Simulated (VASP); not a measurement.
A run of VASP 6.6.1 is set up as follows.

INCAR

```
PREC = Accurate
ENCUT = 520
EDIFF = 1E-7
ISMEAR = -1
SIGMA = 0.05
LREAL = False
LASPH = True
NELM = 60
ALGO = Normal
ISIF = 2
LWAVE = False
LCHARG = False
GGA = PE
NBANDS = 15
```

The input KPOINTS:

```
Automatic mesh
0
Gamma
  15 15 15
```

POSCAR

```
ZrC
1.0
    0.0000000000      2.3502100000      2.3737121000
    2.3502100000      0.0000000000      2.3737121000
    2.3502100000      2.3502100000      0.0000000000
Zr C
1 1
Direct
    0.5000000000      0.5000000000      0.5000000000
    0.0000000000      0.0000000000      0.0000000000
```

Potentials or basis: VASP PAW PBE potentials, release 64 (Zr_sv, C).

The run is started by

```console
$ cat potpaw_PBE.64/Zr_sv/POTCAR potpaw_PBE.64/C/POTCAR > POTCAR
$ mpirun -np 1 vasp_std > vasp.out
```

(1) Estimate the pressure.

(2) Estimate the band gap on the k mesh.

## Answers

(1) -0.8 GPa.

(2) zero (bands 8 and 9 overlap by 1.32 eV).

Caveat: the cell differs from its parent crystal (zz strain of +1 %).
